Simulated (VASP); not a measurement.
# AgCl (P6_3mc) in VASP: further runs, part 2 of 2

VASP 6.6.1. Earlier steps stand in the parts before.

### 4 Relaxation of cell and atoms, PBE

File INCAR:

```
SYSTEM = AgCl
ALGO = Normal ; EDIFF = 1E-6
EDIFFG = -0.01 ; ENCUT = 600
GGA = PE ; IBRION = 2
ISIF = 3 ; ISMEAR = 0
LASPH = .True. ; LCHARG = .False.
LREAL = .False. ; LWAVE = .False.
NELM = 100 ; NSW = 80
PREC = Accurate ; SIGMA = 0.02
```

File KPOINTS:

```
k-points
0
Gamma
  9 9 4
  0 0 0
```

File POSCAR:

```
AgCl
1.0
    4.3009875330      0.0000000000      0.0000000000
   -2.1504937665      3.7247644649      0.0000000000
    0.0000000000      0.0000000000      6.9477507346
Ag Cl
2 2
Direct
    0.6666666667      0.3333333333      0.4990771654
    0.3333333333      0.6666666667     -0.0009228346
    0.6666666667      0.3333333333      0.8779228346
    0.3333333333      0.6666666667      0.3779228346
```

Potentials or basis: VASP PAW PBE potentials, release 64 (Ag, Cl).

Started as:

```bash
$ cat potpaw_PBE.64/Ag/POTCAR potpaw_PBE.64/Cl/POTCAR > POTCAR
$ mpirun -np 1 vasp_std > vasp.out
```

OUTCAR:

```text
SYSTEM = AgCl
   EDIFF = 1E-6
   EDIFFG = -0.01
   ENCUT = 600
   GGA = PE
   IBRION = 2
   ISIF = 3
   ISMEAR = 0
   LASPH = .True.
   LREAL = .False.
   NELM = 100
   NSW = 80
   PREC = Accurate

 ion  position               nearest neighbor table
   1  0.667  0.333  0.499-   4 2.62   4 2.62   4 2.62   3 2.63
   2  0.333  0.667  0.999-   3 2.62   3 2.62   3 2.62   4 2.63
   3  0.667  0.333  0.878-   2 2.62   2 2.62   2 2.62   1 2.63
   4  0.333  0.667  0.378-   1 2.62   1 2.62   1 2.62   2 2.63
[... 847 lines left out ...]

 [... further k-points ...]
[... 5 lines left out ...]
  --------------------------------------------------------------------------------------
  -------------------------------------------------------------------------------------
  Total       -0.0105110     -0.0105110     -0.0111744      0.0000000      0.0000000      0.0000000
  in kB       -0.1516502     -0.1516502     -0.1612220      0.0000000      0.0000000      0.0000000
  external PRESSURE =      -0.1548408 kB  Pullay stress =       0.0000000 kB

 VOLUME and BASIS-vectors are now :
 -----------------------------------------------------------------------------
  energy-cutoff  :      600.00
  volume of cell :      111.05
      direct lattice vectors                 reciprocal lattice vectors
     4.297606990  0.000000000  0.000000000     0.232687633  0.134342268 -0.000000000
    -2.148803495  3.721836828  0.000000000     0.000000000  0.268684536 -0.000000000
     0.000000000  0.000000000  6.942701898     0.000000000 -0.000000000  0.144036143

 POSITION                                       TOTAL-FORCE (eV/Angst)
 -----------------------------------------------------------------------------------
      2.14880      1.24061      3.46479        -0.000000     -0.000000     -0.002730
     -0.00000      2.48122      6.93614        -0.000000     -0.000000     -0.002730
      2.14880      1.24061      6.09532         0.000000      0.000000      0.002730
     -0.00000      2.48122      2.62396         0.000000      0.000000      0.002730
 -----------------------------------------------------------------------------------
    total drift:                               -0.000000      0.000000     -0.000570

  FREE ENERGIE OF THE ION-ELECTRON SYSTEM (eV)
  ---------------------------------------------------
  free  energy   TOTEN  =       -10.9125885802 eV

  energy  without entropy=      -10.9125885802  energy(sigma->0) =      -10.91258858

 reached required accuracy - stopping structural energy minimisation
```

OSZICAR:

```text
N       E                     dE             d eps       ncg     rms          rms(c)
DAV:   1     0.255459368901E+03    0.25546E+03   -0.18618E+04  1584   0.164E+03
DAV:   2     0.585267911045E+01   -0.24961E+03   -0.24207E+03  1818   0.310E+02
DAV:   3    -0.110274235913E+02   -0.16880E+02   -0.16781E+02  1932   0.816E+01
[... 14 lines left out ...]
DAV:   2    -0.109126907623E+02    0.19113E-02   -0.61042E-03  1596   0.762E-01    0.895E-02
DAV:   3    -0.109125862056E+02    0.10456E-03   -0.44716E-04  1596   0.141E-01    0.720E-02
DAV:   4    -0.109125891839E+02   -0.29782E-05   -0.46658E-05  1608   0.662E-02    0.115E-02
DAV:   5    -0.109125872353E+02    0.19485E-05   -0.19933E-05  1752   0.514E-02    0.849E-03
DAV:   6    -0.109125887087E+02   -0.14734E-05   -0.29859E-06  1426   0.109E-02    0.195E-03
DAV:   7    -0.109125885802E+02    0.12858E-06   -0.42370E-07   822   0.470E-03
   2 F= -.10912589E+02 E0= -.10912589E+02  d E =-.925582E-04
```

CONTCAR:

```text
AgCl
   1.00000000000000
     4.2976069896026452    0.0000000000000000    0.0000000000000000
    -2.1488034948013226    3.7218368284393852    0.0000000000000000
     0.0000000000000000    0.0000000000000000    6.9427018976265966
  Ag              Cl
     2     2
Direct
     0.6666666667000030    0.3333333332999970    0.4990543370443010
     0.3333333332999970    0.6666666667000030    0.9990543370443010
     0.6666666667000030    0.3333333332999970    0.8779456629557014
     0.3333333332999970    0.6666666667000030    0.3779456629557014

  0.00000000E+00  0.00000000E+00  0.00000000E+00
  0.00000000E+00  0.00000000E+00  0.00000000E+00
  0.00000000E+00  0.00000000E+00  0.00000000E+00
  0.00000000E+00  0.00000000E+00  0.00000000E+00
```

It took 1.7 min on 1 thread of Intel Xeon Platinum 8259CL at 2.50GHz (Skylake/Cascade Lake), shared host; peak memory 0.32 GiB.

What came out:

```
Free energy                           : -10.9126 eV
Relaxed volume                        : 27.76 Å³/atom
Relaxed cell                          : a = 4.298 Å, b = 4.298 Å, c = 6.943 Å, α = 90.00°, β = 90.00°, γ = 120.00°
Space group after relaxing (to 0.1 Å) : P6_3mc (No. 186)
Energy gained by relaxing             : 0.0 meV/atom
Ionic steps                           : 2
Pressure after relaxing               : 0.0 GPa
Band gap on the k mesh                : 1.30 eV
```

Forces on the atoms (eV/Å):
```
Ag   0.000  0.000 -0.003
Ag   0.000  0.000 -0.003
Cl   0.000  0.000  0.003
Cl   0.000  0.000  0.003
```

Final structure:
```cif
data_structure
_symmetry_space_group_name_H-M 'P 1'
_symmetry_Int_Tables_number 1
_cell_length_a 4.2976
_cell_length_b 4.2976
_cell_length_c 6.9427
_cell_angle_alpha 90.000
_cell_angle_beta 90.000
_cell_angle_gamma 120.000
_cell_volume 111.05
loop_
_atom_site_label
_atom_site_type_symbol
_atom_site_fract_x
_atom_site_fract_y
_atom_site_fract_z
_atom_site_occupancy
Ag1 Ag 0.66667 0.33333 0.49905 1
Ag2 Ag 0.33333 0.66667 0.99905 1
Cl1 Cl 0.66667 0.33333 0.87795 1
Cl2 Cl 0.33333 0.66667 0.37795 1
```

A k mesh can miss the band edges.

### 5 Overview

| task | cell | cutoff (eV) | gap on the mesh (eV) | pressure (GPa) | relaxed volume (Å³/atom) |
| --- | --- | --- | --- | --- | --- |
| single point | a = 4.301, b = 4.301, c = 6.948 Å, angles 90.0, 90.0, 120.0°, 4 atoms, atomic positions A | 520 | 1.31 | -0.1 | - |
| relaxation of cell and atoms | relaxed from a = 4.174, b = 4.174, c = 6.795 Å, angles 90.0, 90.0, 120.0°, 4 atoms, atomic positions B | 600 | 1.31 | 0.0 | 27.74 |
| relaxation of cell and atoms | relaxed from a = 4.301, b = 4.301, c = 6.948 Å, angles 90.0, 90.0, 120.0°, 4 atoms, atomic positions A | 600 | 1.30 | 0.0 | 27.76 |

Alike in all rows: level PBE; potentials or basis VASP PAW PBE potentials, release 64 (Ag, Cl); no spin polarisation; k mesh 9 × 9 × 4; smearing gaussian 0.02 eV.

Absolute energies hang on the potentials; compare differences alone.
